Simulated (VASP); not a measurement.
# Bi2Se3 (R-3m) in VASP: single point with LDA

Aim: the single point of Bi2Se3 with LDA.

All numbers are computed with VASP 6.6.1; they aren't measurements. Logs are shortened: lines on timing, memory, paths and dates and some standing lists are left out, and cuts for length are marked.

### 1 The cell of the first run

Symmetry: R-3m, No. 166, trigonal system. Conventional cell: a = 4.143 Å, b = 4.143 Å, c = 28.636 Å, α = 90.00°, β = 90.00°, γ = 120.00°. Within 3.8 Å of Bi (site symmetry 3m) lie 6 Se at 2.85 to 3.06 Å. Within 4.3 Å of Se (site symmetry -3m) lie 6 Bi at 3.06 Å and 12 Se at 4.14 to 4.20 Å. Within 3.8 Å of Se (site symmetry 3m) lie 3 Bi at 2.85 Å and 3 Se at 3.56 Å.

### 2 Single point, LDA

Input file INCAR:

```
SYSTEM = Bi2Se3
PREC = Accurate
ENCUT = 520
EDIFF = 1E-6
ISMEAR = 0
SIGMA = 0.03
LREAL = .FALSE.
LASPH = .TRUE.
NELM = 100
ALGO = Normal
ISIF = 2
LWAVE = .FALSE.
LCHARG = .FALSE.
NBANDS = 32
```

Input file KPOINTS:

```
regular mesh
0
G
  12 12 12
  0 0 0
```

Input file POSCAR:

```
Bi2Se3
1.0
    2.0715000000      1.1959810826      9.5453333333
   -2.0715000000      1.1959810826      9.5453333333
    0.0000000000     -2.3919621653      9.5453333333
Bi Se
2 3
Direct
    0.3998539348      0.3998539348      0.3998539348
    0.6001460652      0.6001460652      0.6001460652
    0.0000000000      0.0000000000      0.0000000000
    0.2126693893      0.2126693893      0.2126693893
    0.7873306107      0.7873306107      0.7873306107
```

Potentials or basis: VASP PAW LDA potentials, release 64 (Bi_d, Se).

The run is started by

```
> cat potpaw_LDA.64/Bi_d/POTCAR potpaw_LDA.64/Se/POTCAR > POTCAR
> mpirun -np 1 vasp_std > vasp.out
```

OUTCAR:

```text
SYSTEM = Bi2Se3
   PREC = Accurate
   ENCUT = 520
   EDIFF = 1E-6
   ISMEAR = 0
   LREAL = .FALSE.
   LASPH = .TRUE.
   NELM = 100
   ISIF = 2

 ion  position               nearest neighbor table
   1  0.400  0.400  0.400-   5 2.85   5 2.85   5 2.85   3 3.06   3 3.06   3 3.06
   2  0.600  0.600  0.600-   4 2.85   4 2.85   4 2.85   3 3.06   3 3.06   3 3.06
   3  0.000  0.000  0.000-   2 3.06   2 3.06   1 3.06   1 3.06   2 3.06   1 3.06
   4  0.213  0.213  0.213-   2 2.85   2 2.85   2 2.85
   5  0.787  0.787  0.787-   1 2.85   1 2.85   1 2.85

  LATTYP: Found a trigonal (rhomboedric) cell.
 ALAT       =     9.8404710987
 COS(alpha) =     0.9113725833

  Lattice vectors:

 A1 = (   2.0715000000,   1.1959810826,   9.5453333333)
 A2 = (  -2.0715000000,   1.1959810826,   9.5453333333)
 A3 = (   0.0000000000,  -2.3919621653,   9.5453333333)

Analysis of symmetry for initial positions (statically):
=====================================================================
 Subroutine PRICEL returns:
 Original cell was already a primitive cell.

 Routine SETGRP: Setting up the symmetry group for a
 trigonal (rhombohedral) supercell.

 Subroutine GETGRP returns: Found 12 space group operations
 (whereof 12 operations were pure point group operations)
 out of a pool of 12 trial point group operations.

The static configuration has the point symmetry D_3d.

Analysis of symmetry for dynamics (positions and initial velocities):
=====================================================================
 Subroutine PRICEL returns:
 Original cell was already a primitive cell.

 Routine SETGRP: Setting up the symmetry group for a
 trigonal (rhombohedral) supercell.

 Subroutine GETGRP returns: Found 12 space group operations
 (whereof 12 operations were pure point group operations)
 out of a pool of 12 trial point group operations.

The dynamic configuration has the point symmetry D_3d.

 Subroutine INISYM returns: Found 12 space group operations
 (whereof 12 operations are pure point group operations),
 and found     1 'primitive' translations

----------------------------------------------------------------------------------------

                                     Primitive cell

  volume of cell :     141.8899

  direct lattice vectors                    reciprocal lattice vectors
     2.071500000  1.195981083  9.545333333     0.241370987  0.139355604  0.034921078
    -2.071500000  1.195981083  9.545333333    -0.241370987  0.139355604  0.034921078
     0.000000000 -2.391962165  9.545333333     0.000000000 -0.278711209  0.034921078

  length of vectors
     9.840471099  9.840471099  9.840471099     0.280890405  0.280890405  0.280890405

  position of ions in fractional coordinates (direct lattice)
     0.399853935  0.399853935  0.399853935
     0.600146065  0.600146065  0.600146065
     0.000000000  0.000000000  0.000000000
     0.212669389  0.212669389  0.212669389
     0.787330611  0.787330611  0.787330611

  ion indices of the primitive-cell ions
   primitive index   ion index
                 1           1
                 2           2
                 3           3
                 4           4
                 5           5

----------------------------------------------------------------------------------------

 KPOINTS: regular mesh

Automatic generation of k-mesh.
 Grid dimensions read from file:
 generate k-points for:   12   12   12

 Generating k-lattice:

  Cartesian coordinates                     Fractional coordinates (reciprocal lattice)
     0.020114249  0.011612967  0.002910090     0.083333333 -0.000000000  0.000000000
    -0.020114249  0.011612967  0.002910090    -0.000000000  0.083333333  0.000000000
     0.000000000 -0.023225934  0.002910090     0.000000000  0.000000000  0.083333333

  Length of vectors
     0.023407534  0.023407534  0.023407534

  Shift w.r.t. Gamma in fractional coordinates (k-lattice)
     0.000000000  0.000000000  0.000000000

 Subroutine IBZKPT returns following result:
 ===========================================

 Found    189 irreducible k-points:

 Following reciprocal coordinates:
            Coordinates               Weight
  0.000000  0.000000  0.000000      1.000000
  0.083333 -0.000000 -0.000000      6.000000
  0.166667  0.000000 -0.000000      6.000000
  0.250000  0.000000 -0.000000      6.000000
  0.333333 -0.000000 -0.000000      6.000000
  0.416667 -0.000000 -0.000000      6.000000
[... 16 lines left out ...]
  0.500000  0.166667 -0.000000     12.000000
 -0.416667  0.166667  0.000000     12.000000
 [... further k-points ...]
   k-points           NKPTS =    189   k-points in BZ     NKDIM =    189   number of bands    NBANDS=     32
   number of dos      NEDOS =    301   number of ions     NIONS =      5
   total plane-waves  NPLWV = 512000
   dimension x,y,z NGX =    80 NGY =   80 NGZ =   80
   dimension x,y,z NGXF=   160 NGYF=  160 NGZF=  160
   ions per type =               2   3
   NGX,Y,Z   is equivalent  to a cutoff of  13.52, 13.52, 13.52 a.u.
   NGXF,Y,Z  is equivalent  to a cutoff of  27.03, 27.03, 27.03 a.u.
 SYSTEM =  Bi2Se3
   PREC   = accura    normal or accurate (medium, high low for compatibility)
   ISTART =      0    job   : 0-new  1-cont  2-samecut
   ICHARG =      2    charge: 1-file 2-atom 10-const
   ISPIN  =      1    spin polarized calculation?
   LNONCOLLINEAR =      F non collinear calculations
   LSORBIT =      F    spin-orbit coupling
   LASPH  =      T    aspherical Exc in radial PAW
   ENCUT  =  520.0 eV  38.22 Ry    6.18 a.u.  18.30 18.30 18.30*2*pi/ulx,y,z
   NELM   =    100;   NELMIN=  2; NELMDL= -5     # of ELM steps
   EDIFF  = 0.1E-05   stopping-criterion for ELM
   LREAL  =      F    real-space projection
   EDIFFG = 0.1E-04   stopping-criterion for IOM
   NSW    =      0    number of steps for IOM
   IBRION =     -1    ionic relax: 0-MD 1-quasi-New 2-CG
   NFREE  =      0    steps in history (QN), initial steepest desc. (CG)
   ISIF   =      2    stress and relaxation
   ISYM   =      2    0-nonsym 1-usesym 2-fastsym
   POTIM  = 0.5000    time-step for ionic-motion
   TEBEG  =    0.0;   TEEND  =   0.0 temperature during run
   PSTRESS=    0.0 pullay stress
   NELECT =      48.0000    total number of electrons
   NUPDOWN=      -1.0000    fix difference up-down
   EMIN   =  10.00;   EMAX   =-10.00  energy-range for DOS
   EFERMI =   0.00;   METHOD = LEGACY
   ISMEAR =     0;   SIGMA  =   0.03  broadening in eV -4-tet -1-fermi 0-gaus
   EFERMI_NEDOS =   21; number of points for ismear=-14 and -15
   IALGO  =     38    algorithm
   IMIX   =      4    mixing-type and parameters
     AMIX     =   0.40;   BMIX     =  1.00
     AMIX_MAG =   1.60;   BMIX_MAG =  1.00
  volume/ion in A,a.u.               =      28.38       191.50
  Fermi-wavevector in a.u.,A,eV,Ry     =   1.140700  2.155610 17.703848  1.301196
  Thomas-Fermi vector in A             =   2.277401
   LORBIT       =      0    0 simple, 1 ext, 2 COOP (PROOUT), +10 PAW based schemes
   GGA     = CA    functional components
   LHFCALC =     F    Hartree Fock is set to
   AEXX    =    0.0000 exact exchange contribution
   IVDW    =     0    specifies the selected vdW correction
   LEPSILON=     F    determine dielectric tensor
   LRPA    =     F    only Hartree local field effects (RPA)
 non-spin polarized calculation
 Gauss-broadening in eV      SIGMA  =   0.03
  energy-cutoff  :      520.00
  volume of cell :      141.89
 maximum number of plane-waves:      3855
 NGX is ok and might be reduce to    80
   NGX = 37   NGY = 37   NGZ = 37

 number of electron      48.0000005 magnetization

 Free energy of the ion-electron system (eV)
  ---------------------------------------------------
  ext. energy  EPLUGINS =         0.00000000
  ---------------------------------------------------
  free energy    TOTEN  =       -23.39937456 eV

  energy without entropy =      -23.39937252  energy(sigma->0) =      -23.39937354

 E-fermi :   4.8652     XC(G=0):  -9.7917

 val. band max:        4.8201089259   @ k =   0.0000   0.0000   0.0000
 cond. band min:       4.9102850726   @ k =   0.0000   0.0000   0.0000
 fundamental gap:      0.0901761467
 Fermi energy:         4.8651970013

 k-point     1 :       0.0000    0.0000    0.0000
  band No.  band energies     occupation
      1     -18.2056      2.00000
      2     -18.2056      2.00000
      3     -18.2033      2.00000
      4     -18.2033      2.00000
      5     -18.1931      2.00000
      6     -18.1903      2.00000
[... 24 lines left out ...]
     31      10.6687      0.00000
     32      11.7494      0.00000

 k-point     2 :       0.0833   -0.0000   -0.0000
  band No.  band energies     occupation
      1     -18.2068      2.00000
      2     -18.2042      2.00000
      3     -18.2041      2.00000
      4     -18.2017      2.00000
      5     -18.1920      2.00000
      6     -18.1894      2.00000
[... 24 lines left out ...]
     31      10.5552      0.00000
     32      10.9744      0.00000

 k-point     3 :       0.1667    0.0000   -0.0000
  band No.  band energies     occupation
      1     -18.2104      2.00000
      2     -18.2072      2.00000
      3     -18.2002      2.00000
      4     -18.1979      2.00000
      5     -18.1899      2.00000
      6     -18.1872      2.00000
[... 24 lines left out ...]
     31       9.8790      0.00000
     32      10.7709      0.00000

 k-point     4 :       0.2500    0.0000   -0.0000
  band No.  band energies     occupation
      1     -18.2159      2.00000
      2     -18.2117      2.00000
      3     -18.1963      2.00000
      4     -18.1938      2.00000
      5     -18.1913      2.00000
      6     -18.1864      2.00000
[... 654 lines left out ...]
     31       9.7928      0.00000
     32      10.5403      0.00000

 k-point    23 :       0.5000    0.1667   -0.0000
  band No.  band energies     occupation
      1     -18.2211      2.00000
      2     -18.2162      2.00000
      3     -18.1992      2.00000
      4     -18.1935      2.00000
      5     -18.1915      2.00000
      6     -18.1873      2.00000
[... 24 lines left out ...]
     31       9.7645      0.00000
     32      10.6722      0.00000

 k-point    24 :      -0.4167    0.1667    0.0000
  band No.  band energies     occupation
      1     -18.2221      2.00000
      2     -18.2169      2.00000
      3     -18.1997      2.00000
      4     -18.1933      2.00000
      5     -18.1919      2.00000
      6     -18.1876      2.00000
[... 24 lines left out ...]
     31       9.6549      0.00000
     32      10.7164      0.00000

 [... further k-points ...]

------------------------ aborting loop because EDIFF is reached ----------------------------------------

  FORCE on cell =-STRESS in cart. coord.  units (eV):
  Direction    XX          YY          ZZ          XY          YZ          ZX
  --------------------------------------------------------------------------------------
  -------------------------------------------------------------------------------------
  Total       -1.2543168     -1.2543168     -1.0550722      0.0000000      0.0000000      0.0000000
  in kB      -14.1633573    -14.1633573    -11.9135492      0.0000000      0.0000000      0.0000000
  external PRESSURE =     -13.4134213 kB  Pullay stress =       0.0000000 kB

 VOLUME and BASIS-vectors are now :
 -----------------------------------------------------------------------------
  energy-cutoff  :      520.00
  volume of cell :      141.89
      direct lattice vectors                 reciprocal lattice vectors
     2.071500000  1.195981083  9.545333333     0.241370987  0.139355604  0.034921078
    -2.071500000  1.195981083  9.545333333    -0.241370987  0.139355604  0.034921078
     0.000000000 -2.391962165  9.545333333     0.000000000 -0.278711209  0.034921078

 POSITION                                       TOTAL-FORCE (eV/Angst)
 -----------------------------------------------------------------------------------
      0.00000     -0.00000     11.45022         0.000000      0.000000     -0.016309
      0.00000     -0.00000     17.18578         0.000000     -0.000000      0.016309
      0.00000      0.00000      0.00000         0.000000     -0.000000     -0.000000
      0.00000     -0.00000      6.09000         0.000000      0.000000     -0.030581
      0.00000     -0.00000     22.54600         0.000000     -0.000000      0.030581
 -----------------------------------------------------------------------------------
    total drift:                                0.000000      0.000000     -0.000000

  FREE ENERGIE OF THE ION-ELECTRON SYSTEM (eV)
  ---------------------------------------------------
  free  energy   TOTEN  =       -23.3993745629 eV

  energy  without entropy=      -23.3993725162  energy(sigma->0) =      -23.39937354
```

Run time: 35 min. Hardware: 1 thread of Intel Xeon 6975P-C (Granite Rapids), shared host; peak memory 1.2 GiB.

What came out:

```yaml
Free_energy: -23.3994 eV
Pressure: -1.3 GPa
Largest_force: 0.031 eV/Å
Band_gap_on_the_k_mesh: 0.09 eV
```

Forces on the atoms (eV/Å):
```
Bi   0.000  0.000 -0.016
Bi   0.000  0.000  0.016
Se   0.000  0.000  0.000
Se   0.000  0.000 -0.031
Se   0.000  0.000  0.031
```

Stress tensor (GPa, compression positive):
```
-1.42  0.00  0.00
 0.00 -1.42  0.00
 0.00  0.00 -1.19
```

Caveat: spin-orbit coupling is left out, which moves the levels of the heavy elements. A k mesh can miss the band edges.
